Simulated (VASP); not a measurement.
# HgTe (Coloradoite) (I-4m2) in VASP: a series of runs, part 2 of 2

VASP 6.6.1.

### 5 Single point, PBE

This run uses another cell than the first one, of 34.56 Å³/atom, 1.083 times its volume.

Input file INCAR:

```
SYSTEM = HgTe
PREC = Accurate
ENCUT = 520
EDIFF = 1E-7
ISMEAR = -1
SIGMA = 0.05
LREAL = .False.
LASPH = .True.
NELM = 80
ALGO = Normal
ISIF = 2
LWAVE = .False.
LCHARG = .True.
GGA = PE
LELF = .True.
LVHAR = .True.
NBANDS = 16
```

Input file KPOINTS:

```
regular mesh
0
Gamma
  6 6 6
  0 0 0
```

Input file POSCAR:

```
HgTe
1.0
    0.0000000000      3.2787900000      3.2145000000
    3.2787900000      0.0000000000      3.2145000000
    3.2787900000      3.2787900000      0.0000000000
Hg Te
1 1
Direct
    0.0000000000      0.0000000000      0.0000000000
    0.7500000000      0.7500000000      0.7500000000
```

Potentials or basis: VASP PAW PBE potentials, release 64 (Hg, Te).

Run with:

```sh
cat potpaw_PBE.64/Hg/POTCAR potpaw_PBE.64/Te/POTCAR > POTCAR
mpirun -np 1 vasp_std > vasp.out
```

OUTCAR:

```text
SYSTEM = HgTe
   PREC = Accurate
   ENCUT = 520
   EDIFF = 1E-7
   ISMEAR = -1
   LREAL = .False.
   LASPH = .True.
   NELM = 80
   ISIF = 2
   GGA = PE

 ion  position               nearest neighbor table
   1  0.000  0.000  0.000-   2 2.82   2 2.82   2 2.82   2 2.82
   2  0.750  0.750  0.750-   1 2.82   1 2.82   1 2.82   1 2.82

  LATTYP: Found a body centered tetragonal cell.
 ALAT       =     4.6369092862
 C/A-ratio  =     1.3864838847

  Lattice vectors:

 A1 = (   0.0000000000,  -3.2787900000,  -3.2145000000)
 A2 = (   0.0000000000,   3.2787900000,  -3.2145000000)
 A3 = (   3.2787900000,   0.0000000000,   3.2145000000)

Analysis of symmetry for initial positions (statically):
=====================================================================
 Subroutine PRICEL returns:
 Original cell was already a primitive cell.

 Routine SETGRP: Setting up the symmetry group for a
 body centered tetragonal supercell.

 Subroutine GETGRP returns: Found  8 space group operations
 (whereof  8 operations were pure point group operations)
 out of a pool of 16 trial point group operations.

The static configuration has the point symmetry D_2d.

Analysis of symmetry for dynamics (positions and initial velocities):
=====================================================================
 Subroutine PRICEL returns:
 Original cell was already a primitive cell.

 Routine SETGRP: Setting up the symmetry group for a
 body centered tetragonal supercell.

 Subroutine GETGRP returns: Found  8 space group operations
 (whereof  8 operations were pure point group operations)
 out of a pool of 16 trial point group operations.

The dynamic configuration has the point symmetry D_2d.

 Subroutine INISYM returns: Found  8 space group operations
 (whereof  8 operations are pure point group operations),
 and found     1 'primitive' translations

----------------------------------------------------------------------------------------

[... 111 lines left out ...]
     AMIX     =   0.40;   BMIX     =  1.00
     AMIX_MAG =   1.60;   BMIX_MAG =  1.00
  volume/ion in A,a.u.               =      34.56       233.20
  Fermi-wavevector in a.u.,A,eV,Ry     =   1.045463  1.975639 14.871079  1.092993
  Thomas-Fermi vector in A             =   2.180260
   LORBIT       =      0    0 simple, 1 ext, 2 COOP (PROOUT), +10 PAW based schemes
   GGA     = PE    functional components
   LHFCALC =     F    Hartree Fock is set to
   AEXX    =    0.0000 exact exchange contribution
   IVDW    =     0    specifies the selected vdW correction
   LEPSILON=     F    determine dielectric tensor
   LRPA    =     F    only Hartree local field effects (RPA)
 non-spin polarized calculation
  energy-cutoff  :      520.00
  volume of cell :       69.11
 maximum number of plane-waves:      1883
 NGX is ok and might be reduce to    36
   NGX = 17   NGY = 17   NGZ = 17

 number of electron      18.0000003 magnetization

 Free energy of the ion-electron system (eV)
  ---------------------------------------------------
  ext. energy  EPLUGINS =         0.00000000
  ---------------------------------------------------
  free energy    TOTEN  =        -3.60492216 eV

  energy without entropy =       -3.60398994  energy(sigma->0) =       -3.60445605

 E-fermi :   2.8963     XC(G=0):  -8.6349

 val. band max:        2.8350623087   @ k =   0.0000   0.0000   0.0000
 cond. band min:       2.8984701821   @ k =   0.0000   0.0000   0.0000
 fundamental gap:      0.0634078735
 Fermi energy:         2.8962952219

 k-point     1 :       0.0000    0.0000    0.0000
  band No.  band energies     occupation
      1      -8.9623      2.00000
      2      -4.3678      2.00000
      3      -4.3678      2.00000
      4      -4.3637      2.00000
      5      -3.8721      2.00000
      6      -3.8593      2.00000
[... 433 lines left out ...]
      3      -4.0946      2.00000
      4      -4.0275      2.00000
      5      -3.8234      2.00000
      6      -3.5484      2.00000
[... 8 lines left out ...]
     15      13.2189      0.00000
     16      14.1206      0.00000

 [... further k-points ...]

------------------------ aborting loop because EDIFF is reached ----------------------------------------

  FORCE on cell =-STRESS in cart. coord.  units (eV):
  Direction    XX          YY          ZZ          XY          YZ          ZX
  --------------------------------------------------------------------------------------
  -------------------------------------------------------------------------------------
  Total        1.0972518      1.0972518      1.1977554      0.0000000      0.0000000      0.0000000
  in kB       25.4358510     25.4358510     27.7656657      0.0000000      0.0000000      0.0000000
  external PRESSURE =      26.2124559 kB  Pullay stress =       0.0000000 kB

 VOLUME and BASIS-vectors are now :
 -----------------------------------------------------------------------------
  energy-cutoff  :      520.00
  volume of cell :       69.11
      direct lattice vectors                 reciprocal lattice vectors
     0.000000000  3.278790000  3.214500000    -0.152495280  0.152495280  0.155545186
     3.278790000  0.000000000  3.214500000     0.152495280 -0.152495280  0.155545186
     3.278790000  3.278790000  0.000000000     0.152495280  0.152495280 -0.155545186

 POSITION                                       TOTAL-FORCE (eV/Angst)
 -----------------------------------------------------------------------------------
      0.00000      0.00000      0.00000        -0.000000     -0.000000     -0.000000
      4.91818      4.91818      4.82175         0.000000      0.000000      0.000000
 -----------------------------------------------------------------------------------
    total drift:                                0.000000      0.000000     -0.000000

  FREE ENERGIE OF THE ION-ELECTRON SYSTEM (eV)
  ---------------------------------------------------
  free  energy   TOTEN  =        -3.6049221610 eV

  energy  without entropy=       -3.6039899421  energy(sigma->0) =       -3.60445605
```

stdout:

```text
POSCAR found type information on POSCAR HgTe
 POSCAR found :  2 types and       2 ions
 scaLAPACK will be used
 LDA part: xc-table for (Slater+PW92), standard interpolation
 POSCAR, INCAR and KPOINTS ok, starting setup
 FFT: planning ... GRIDC
 FFT: planning ... GRID_SOFT
 FFT: planning ... GRID
 WAVECAR not read
 entering main loop
```

Run time: 30 s. Hardware: 1 thread of AMD EPYC 9R45 (Zen 5), shared host; peak memory 0.19 GiB.

What came out:

```yaml
Free_energy: -3.6049 eV
Pressure: 2.6 GPa
Band_gap_on_the_k_mesh: 0.06 eV, direct
```

Stress tensor (GPa, compression positive):
```
2.54 0.00 0.00
0.00 2.54 0.00
0.00 0.00 2.78
```

Levels at points of the mesh, in eV from the valence-band top:
```tsv
k point	band 6	band 7	band 8	band 9	band 10	band 11	band 12	band 13
(0.00, 0.00, 0.00)	-6.69	-0.76	0.00	0.00	0.06	4.29	4.29	4.29
(0.50, 0.00, 0.00)	-6.41	-5.32	-0.96	-0.88	0.72	5.02	5.13	6.89
(0.50, 0.50, 0.00)	-6.25	-5.23	-2.20	-2.20	1.83	2.52	8.24	8.79
(0.50, 0.00, 0.50)	-6.28	-5.32	-2.15	-2.10	1.97	2.60	8.11	8.72
```

Caveat: spin-orbit coupling is left out, which moves the levels of the heavy elements.

### 6 The runs side by side

```tsv
cell	gap on the mesh (eV)	pressure (GPa)
a = 4.501, b = 4.501, c = 4.455 Å, angles 60.3, 60.3, 59.3°, 2 atoms	none	7.2
a = 4.523, b = 4.523, c = 4.501 Å, angles 60.2, 60.2, 59.7°, 2 atoms	none	5.9
a = 4.569, b = 4.569, c = 4.591 Å, angles 59.8, 59.8, 60.3°, 2 atoms	-	3.6
a = 4.592, b = 4.592, c = 4.637 Å, angles 59.7, 59.7, 60.7°, 2 atoms	0.06	2.6
```

Alike in all rows: task single point; level PBE; potentials or basis VASP PAW PBE potentials, release 64 (Hg, Te); no spin polarisation; k mesh 6 × 6 × 6; cutoff (eV) 520; smearing fermi-dirac 0.05 eV.

Caveats: spin-orbit coupling is left out, which moves the levels of the heavy elements.

Total energies depend on the potentials used, so only differences within one code and one set of settings carry meaning.
